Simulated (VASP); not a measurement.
# GaP (kscan) (F-43m) in VASP: notebook

The runs below take GaP (kscan) through single point, relaxation of cell and atoms, with r2SCAN.

All numbers are computed with VASP 6.6.1; they aren't measurements. Logs are shortened: lines on timing, memory, paths and dates and some standing lists are left out, and cuts for length are marked.

## Step 1: The cell of the first run

Symmetry: F-43m, No. 216, cubic system. The conventional cell has a = 5.452 Å, b = 5.452 Å, c = 5.452 Å, α = 90.00°, β = 90.00°, γ = 90.00°. Ga (site symmetry -43m) has 4 P at 2.36 Å within 3.1 Å. Within 3.1 Å of P (site symmetry -43m) lie 4 Ga at 2.36 Å.

## Step 2: Single point, r2SCAN

File POSCAR:

```
GaP
1.0
    0.0000000000      2.7258124900      2.7258124900
    2.7258124900      0.0000000000      2.7258124900
    2.7258124900      2.7258124900      0.0000000000
Ga P
1 1
Direct
    0.0000000000      0.0000000000      0.0000000000
    0.7500000000      0.7500000000      0.7500000000
```

File INCAR.step1:

```
SYSTEM = GaP
PREC = Accurate
ENCUT = 520
ISMEAR = 0
SIGMA = 0.1
LREAL = .False.
LASPH = .True.
NELM = 100
NBANDS = 16
GGA = PE
ALGO = Normal
EDIFF = 1E-4
LWAVE = .True.
LCHARG = .False.
```

File INCAR.step2:

```
SYSTEM = GaP
PREC = Accurate
ENCUT = 520
EDIFF = 1E-6
ISMEAR = 0
SIGMA = 0.1
LREAL = .False.
LASPH = .True.
NELM = 100
ALGO = Normal
ISIF = 2
LWAVE = .False.
LCHARG = .True.
METAGGA = R2SCAN
LMIXTAU = .True.
LELF = .True.
LVHAR = .True.
NBANDS = 16
ISTART = 1
```

File KPOINTS:

```
Automatic mesh
0
Gamma
  6 6 6
  0 0 0
```

Potentials or basis: VASP PAW PBE potentials, release 64 (Ga_d, P).

Command:

```bash
$ cat potpaw_PBE.64/Ga_d/POTCAR potpaw_PBE.64/P/POTCAR > POTCAR
$ cp INCAR.step1 INCAR
$ mpirun -np 1 vasp_std > vasp.out
$ cp INCAR.step2 INCAR
$ mpirun -np 1 vasp_std > vasp.out
```

OUTCAR:

```text
SYSTEM = GaP
   PREC = Accurate
   ENCUT = 520
   EDIFF = 1E-6
   ISMEAR = 0
   LREAL = .False.
   LASPH = .True.
   NELM = 100
   ISIF = 2
   METAGGA = R2SCAN
   ISTART = 1

 ion  position               nearest neighbor table
   1  0.000  0.000  0.000-   2 2.36   2 2.36   2 2.36   2 2.36
   2  0.750  0.750  0.750-   1 2.36   1 2.36   1 2.36   1 2.36

  LATTYP: Found a face centered cubic cell.
 ALAT       =     5.4516249800

  Lattice vectors:

 A1 = (   0.0000000000,   2.7258124900,   2.7258124900)
 A2 = (   2.7258124900,   0.0000000000,   2.7258124900)
 A3 = (   2.7258124900,   2.7258124900,   0.0000000000)

Analysis of symmetry for initial positions (statically):
=====================================================================
 Subroutine PRICEL returns:
 Original cell was already a primitive cell.

 Routine SETGRP: Setting up the symmetry group for a
 face centered cubic supercell.

 Subroutine GETGRP returns: Found 24 space group operations
 (whereof 24 operations were pure point group operations)
 out of a pool of 48 trial point group operations.

The static configuration has the point symmetry T_d .

Analysis of symmetry for dynamics (positions and initial velocities):
=====================================================================
 Subroutine PRICEL returns:
 Original cell was already a primitive cell.

 Routine SETGRP: Setting up the symmetry group for a
 face centered cubic supercell.

 Subroutine GETGRP returns: Found 24 space group operations
 (whereof 24 operations were pure point group operations)
 out of a pool of 48 trial point group operations.

The dynamic configuration has the point symmetry T_d .

 Subroutine INISYM returns: Found 24 space group operations
 (whereof 24 operations are pure point group operations),
 and found     1 'primitive' translations

----------------------------------------------------------------------------------------

                                     Primitive cell

  volume of cell :      40.5059

  direct lattice vectors                    reciprocal lattice vectors
     0.000000000  2.725812490  2.725812490    -0.183431546  0.183431546  0.183431546
     2.725812490  0.000000000  2.725812490     0.183431546 -0.183431546  0.183431546
     2.725812490  2.725812490  0.000000000     0.183431546  0.183431546 -0.183431546

  length of vectors
     3.854880992  3.854880992  3.854880992     0.317712758  0.317712758  0.317712758

  position of ions in fractional coordinates (direct lattice)
     0.000000000  0.000000000  0.000000000
     0.750000000  0.750000000  0.750000000

  ion indices of the primitive-cell ions
   primitive index   ion index
                 1           1
                 2           2

----------------------------------------------------------------------------------------

 KPOINTS: Automatic mesh

Automatic generation of k-mesh.
 Grid dimensions read from file:
 generate k-points for:    6    6    6

 Generating k-lattice:

  Cartesian coordinates                     Fractional coordinates (reciprocal lattice)
    -0.030571924  0.030571924  0.030571924     0.166666667  0.000000000  0.000000000
     0.030571924 -0.030571924  0.030571924     0.000000000  0.166666667  0.000000000
     0.030571924  0.030571924 -0.030571924     0.000000000  0.000000000  0.166666667

  Length of vectors
     0.052952126  0.052952126  0.052952126

  Shift w.r.t. Gamma in fractional coordinates (k-lattice)
     0.000000000  0.000000000  0.000000000

 Subroutine IBZKPT returns following result:
 ===========================================

 Found     16 irreducible k-points:

 Following reciprocal coordinates:
            Coordinates               Weight
  0.000000  0.000000  0.000000      1.000000
  0.166667  0.000000  0.000000      8.000000
  0.333333  0.000000  0.000000      8.000000
  0.500000  0.000000  0.000000      4.000000
  0.166667  0.166667  0.000000      6.000000
  0.333333  0.166667  0.000000     24.000000
[... 8 lines left out ...]
 -0.333333  0.333333  0.166667     24.000000
 -0.333333  0.500000  0.166667     12.000000
   k-points           NKPTS =     16   k-points in BZ     NKDIM =     16   number of bands    NBANDS=     16
   number of dos      NEDOS =    301   number of ions     NIONS =      2
   total plane-waves  NPLWV =  27000
   dimension x,y,z NGX =    30 NGY =   30 NGZ =   30
   dimension x,y,z NGXF=    60 NGYF=   60 NGZF=   60
   ions per type =               1   1
   NGX,Y,Z   is equivalent  to a cutoff of  12.94, 12.94, 12.94 a.u.
   NGXF,Y,Z  is equivalent  to a cutoff of  25.88, 25.88, 25.88 a.u.
 SYSTEM =  GaP
   PREC   = accura    normal or accurate (medium, high low for compatibility)
   ISTART =      1    job   : 0-new  1-cont  2-samecut
   ICHARG =      0    charge: 1-file 2-atom 10-const
   ISPIN  =      1    spin polarized calculation?
   LNONCOLLINEAR =      F non collinear calculations
   LSORBIT =      F    spin-orbit coupling
   LASPH  =      T    aspherical Exc in radial PAW
   ENCUT  =  520.0 eV  38.22 Ry    6.18 a.u.   7.17  7.17  7.17*2*pi/ulx,y,z
   NELM   =    100;   NELMIN=  2; NELMDL=  0     # of ELM steps
   EDIFF  = 0.1E-05   stopping-criterion for ELM
   LREAL  =      F    real-space projection
   EDIFFG = 0.1E-04   stopping-criterion for IOM
   NSW    =      0    number of steps for IOM
   IBRION =     -1    ionic relax: 0-MD 1-quasi-New 2-CG
   NFREE  =      0    steps in history (QN), initial steepest desc. (CG)
   ISIF   =      2    stress and relaxation
   ISYM   =      2    0-nonsym 1-usesym 2-fastsym
   POTIM  = 0.5000    time-step for ionic-motion
   TEBEG  =    0.0;   TEEND  =   0.0 temperature during run
   PSTRESS=    0.0 pullay stress
   NELECT =      18.0000    total number of electrons
   NUPDOWN=      -1.0000    fix difference up-down
   EMIN   =  10.00;   EMAX   =-10.00  energy-range for DOS
   EFERMI =   0.00;   METHOD = LEGACY
   ISMEAR =     0;   SIGMA  =   0.10  broadening in eV -4-tet -1-fermi 0-gaus
   EFERMI_NEDOS =   21; number of points for ismear=-14 and -15
   IALGO  =     38    algorithm
   IMIX   =      4    mixing-type and parameters
     AMIX     =   0.40;   BMIX     =  1.00
     AMIX_MAG =   1.60;   BMIX_MAG =  1.00
  volume/ion in A,a.u.               =      20.25       136.67
  Fermi-wavevector in a.u.,A,eV,Ry     =   1.249280  2.360796 21.234610  1.560700
  Thomas-Fermi vector in A             =   2.383328
   LORBIT       =      0    0 simple, 1 ext, 2 COOP (PROOUT), +10 PAW based schemes
   METAGGA = R2SCAN    functional components
   LHFCALC =     F    Hartree Fock is set to
   AEXX    =    0.0000 exact exchange contribution
   IVDW    =     0    specifies the selected vdW correction
   LEPSILON=     F    determine dielectric tensor
   LRPA    =     F    only Hartree local field effects (RPA)
 non-spin polarized calculation
 Gauss-broadening in eV      SIGMA  =   0.10
  energy-cutoff  :      520.00
  volume of cell :       40.51
 maximum number of plane-waves:      1113
 NGX is ok and might be reduce to    30
   NGX = 15   NGY = 15   NGZ = 15

 number of electron      17.9999989 magnetization

 Free energy of the ion-electron system (eV)
  ---------------------------------------------------
  ext. energy  EPLUGINS =         0.00000000
  ---------------------------------------------------
  free energy    TOTEN  =       -21.45100203 eV

  energy without entropy =      -21.45100203  energy(sigma->0) =      -21.45100203

 E-fermi :   4.9380     XC(G=0): -10.5438

 val. band max:        4.4610078204   @ k =   0.0000   0.0000   0.0000
 cond. band min:       6.3712916317   @ k =   0.5000   0.5000   0.0000
 fundamental gap:      1.9102838113
 Fermi energy:         4.9380039419

 k-point     1 :       0.0000    0.0000    0.0000
  band No.  band energies     occupation
      1     -10.5334      2.00000
      2     -10.5334      2.00000
      3     -10.5334      2.00000
      4     -10.4200      2.00000
      5     -10.4200      2.00000
      6      -8.5561      2.00000
[... 8 lines left out ...]
     15      14.7304      0.00000
     16      14.7304      0.00000

 k-point     2 :       0.1667    0.0000    0.0000
  band No.  band energies     occupation
      1     -10.5602      2.00000
      2     -10.5250      2.00000
      3     -10.5249      2.00000
      4     -10.4198      2.00000
      5     -10.4198      2.00000
      6      -8.1811      2.00000
[... 8 lines left out ...]
     15      13.9047      0.00000
     16      15.1805      0.00000

 k-point     3 :       0.3333    0.0000    0.0000
  band No.  band energies     occupation
      1     -10.6056      2.00000
      2     -10.5111      2.00000
      3     -10.5111      2.00000
      4     -10.4163      2.00000
      5     -10.4163      2.00000
      6      -7.1897      2.00000
[... 8 lines left out ...]
     15      14.6378      0.00000
     16      14.7935      0.00000

 k-point     4 :       0.5000    0.0000    0.0000
  band No.  band energies     occupation
      1     -10.6257      2.00000
      2     -10.5060      2.00000
      3     -10.5060      2.00000
      4     -10.4126      2.00000
      5     -10.4126      2.00000
      6      -6.3963      2.00000
[... 8 lines left out ...]
     15      16.7865      0.00000
     16      16.7866      0.00000
[... 172 lines left out ...]
 k-point    14 :       0.5000    0.3333    0.1667
  band No.  band energies     occupation
      1     -10.6315      2.00000
      2     -10.4955      2.00000
      3     -10.4844      2.00000
      4     -10.4348      2.00000
      5     -10.4084      2.00000
      6      -6.3806      2.00000
[... 8 lines left out ...]
     15      16.9832      0.00000
     16      18.5140      0.00000

 k-point    15 :      -0.3333    0.3333    0.1667
  band No.  band energies     occupation
      1     -10.6386      2.00000
      2     -10.4949      2.00000
      3     -10.4771      2.00000
      4     -10.4314      2.00000
      5     -10.4117      2.00000
      6      -5.7051      2.00000
[... 8 lines left out ...]
     15      17.6792      0.00000
     16      17.9912      0.00000

 k-point    16 :      -0.3333    0.5000    0.1667
  band No.  band energies     occupation
      1     -10.6498      2.00000
      2     -10.4833      2.00000
      3     -10.4678      2.00000
      4     -10.4424      2.00000
      5     -10.4058      2.00000
      6      -5.3909      2.00000
[... 8 lines left out ...]
     15      17.0388      0.00000
     16      18.8432      0.00000

------------------------ aborting loop because EDIFF is reached ----------------------------------------

  FORCE on cell =-STRESS in cart. coord.  units (eV):
  Direction    XX          YY          ZZ          XY          YZ          ZX
  --------------------------------------------------------------------------------------
  -------------------------------------------------------------------------------------
  Total       -0.0094381     -0.0094381     -0.0094381     -0.0000000     -0.0000000     -0.0000000
  in kB       -0.3733168     -0.3733168     -0.3733168     -0.0000000     -0.0000000     -0.0000000
  external PRESSURE =      -0.3733168 kB  Pullay stress =       0.0000000 kB

 VOLUME and BASIS-vectors are now :
 -----------------------------------------------------------------------------
  energy-cutoff  :      520.00
  volume of cell :       40.51
      direct lattice vectors                 reciprocal lattice vectors
     0.000000000  2.725812490  2.725812490    -0.183431546  0.183431546  0.183431546
     2.725812490  0.000000000  2.725812490     0.183431546 -0.183431546  0.183431546
     2.725812490  2.725812490  0.000000000     0.183431546  0.183431546 -0.183431546

 POSITION                                       TOTAL-FORCE (eV/Angst)
 -----------------------------------------------------------------------------------
      0.00000      0.00000      0.00000         0.000000     -0.000000     -0.000000
      4.08872      4.08872      4.08872        -0.000000      0.000000      0.000000
 -----------------------------------------------------------------------------------
    total drift:                               -0.000010     -0.000010     -0.000010

  FREE ENERGIE OF THE ION-ELECTRON SYSTEM (eV)
  ---------------------------------------------------
  free  energy   TOTEN  =       -21.4510020313 eV

  energy  without entropy=      -21.4510020313  energy(sigma->0) =      -21.45100203
```

Run time: 48 s. Hardware: 1 thread of Intel Xeon Platinum 8488C (Sapphire Rapids), shared host; peak memory 0.17 GiB.

What came out:

```
Free energy            : -21.4510 eV
Pressure               : 0.0 GPa
Band gap on the k mesh : 1.91 eV, indirect (least direct gap 2.34 eV)
```

Caveat: the PAW data sets were made with another functional, which shifts forces and pressure a little. r2SCAN opens gaps a little over a GGA but as a rule still falls short of measured ones.

## Step 3: Single point, r2SCAN

POSCAR is that of step 2.

File INCAR.step1:

```
ALGO = Normal
EDIFF = 1E-4
ENCUT = 520
GGA = PE
ISMEAR = 0
LASPH = True
LCHARG = False
LREAL = False
LWAVE = True
NBANDS = 16
NELM = 100
PREC = Accurate
SIGMA = 0.02
```

File INCAR.step2:

```
ALGO = Normal
EDIFF = 1E-7
ENCUT = 520
ISIF = 2
ISMEAR = 0
ISTART = 1
LASPH = True
LCHARG = False
LMIXTAU = True
LREAL = False
LWAVE = False
METAGGA = R2SCAN
NBANDS = 16
NELM = 100
PREC = Accurate
SIGMA = 0.02
```

File KPOINTS:

```
k-points
0
Gamma
  8 8 8
```

Potentials or basis: VASP PAW PBE potentials, release 64 (Ga_d, P).

Command:

```bash
$ cat potpaw_PBE.64/Ga_d/POTCAR potpaw_PBE.64/P/POTCAR > POTCAR
$ cp INCAR.step1 INCAR
$ mpirun -np 1 vasp_std > vasp.out
$ cp INCAR.step2 INCAR
$ mpirun -np 1 vasp_std > vasp.out
```

OUTCAR:

```text
EDIFF = 1E-7
   ENCUT = 520
   ISIF = 2
   ISMEAR = 0
   ISTART = 1
   LASPH = True
   LREAL = False
   METAGGA = R2SCAN
   NELM = 100
   PREC = Accurate

 ion  position               nearest neighbor table
   1  0.000  0.000  0.000-   2 2.36   2 2.36   2 2.36   2 2.36
   2  0.750  0.750  0.750-   1 2.36   1 2.36   1 2.36   1 2.36

  LATTYP: Found a face centered cubic cell.
 ALAT       =     5.4516249800

  Lattice vectors:

 A1 = (   0.0000000000,   2.7258124900,   2.7258124900)
[... 626 lines left out ...]
      3     -10.4860      2.00000
      4     -10.4245      2.00000
      5     -10.4113      2.00000
      6      -5.9791      2.00000
[... 8 lines left out ...]
     15      17.1222      0.00000
     16      17.7027      0.00000

 [... further k-points ...]
[... 5 lines left out ...]
  --------------------------------------------------------------------------------------
  -------------------------------------------------------------------------------------
  Total       -0.0186952     -0.0186952     -0.0186952      0.0000000      0.0000000     -0.0000000
  in kB       -0.7394748     -0.7394748     -0.7394748      0.0000000      0.0000000     -0.0000000
  external PRESSURE =      -0.7394748 kB  Pullay stress =       0.0000000 kB

 VOLUME and BASIS-vectors are now :
 -----------------------------------------------------------------------------
  energy-cutoff  :      520.00
  volume of cell :       40.51
      direct lattice vectors                 reciprocal lattice vectors
     0.000000000  2.725812490  2.725812490    -0.183431546  0.183431546  0.183431546
     2.725812490  0.000000000  2.725812490     0.183431546 -0.183431546  0.183431546
     2.725812490  2.725812490  0.000000000     0.183431546  0.183431546 -0.183431546

 POSITION                                       TOTAL-FORCE (eV/Angst)
 -----------------------------------------------------------------------------------
      0.00000      0.00000      0.00000         0.000000     -0.000000      0.000000
      4.08872      4.08872      4.08872        -0.000000      0.000000     -0.000000
 -----------------------------------------------------------------------------------
    total drift:                               -0.000010     -0.000010     -0.000010

  FREE ENERGIE OF THE ION-ELECTRON SYSTEM (eV)
  ---------------------------------------------------
  free  energy   TOTEN  =       -21.4630779925 eV

  energy  without entropy=      -21.4630779925  energy(sigma->0) =      -21.46307799
```

OUTCAR.step1:

```text
EDIFF = 1E-4
   ENCUT = 520
   GGA = PE
   ISMEAR = 0
   LASPH = True
[... 677 lines left out ...]
 -----------------------------------------------------------------------------------
      0.00000      0.00000      0.00000         0.000000      0.000000      0.000000
      4.08872      4.08872      4.08872        -0.000000     -0.000000     -0.000000
 -----------------------------------------------------------------------------------
    total drift:                               -0.000002     -0.000002     -0.000002

  FREE ENERGIE OF THE ION-ELECTRON SYSTEM (eV)
  ---------------------------------------------------
  free  energy   TOTEN  =        -9.1164307430 eV

  energy  without entropy=       -9.1164307430  energy(sigma->0) =       -9.11643074
```

It took 81 s on 1 thread of Intel Xeon Platinum 8488C (Sapphire Rapids), shared host; peak memory 0.18 GiB.

What came out:

- Free energy: -21.4631 eV
- Pressure: -0.1 GPa
- Band gap on the k mesh: 1.90 eV, indirect (least direct gap 2.34 eV)

Levels at points of the mesh, in eV from the valence-band top:
```csv
k point,band 5,band 6,band 7,band 8,band 9,band 10,band 11,band 12,band 13,band 14
"(0.00, 0.00, 0.00)",-14.87,-13.02,0.00,0.00,0.00,2.34,4.19,4.19,4.19,9.46
"(0.50, 0.00, 0.00)",-14.87,-10.86,-6.84,-1.17,-1.17,2.04,5.06,5.06,8.83,11.64
"(0.50, 0.50, 0.00)",-14.85,-9.92,-6.95,-2.80,-2.80,1.91,2.10,11.35,11.35,12.00
```

Caveat: the PAW data sets were made with another functional, which shifts forces and pressure a little.

(Continued in part 2 of 2.)
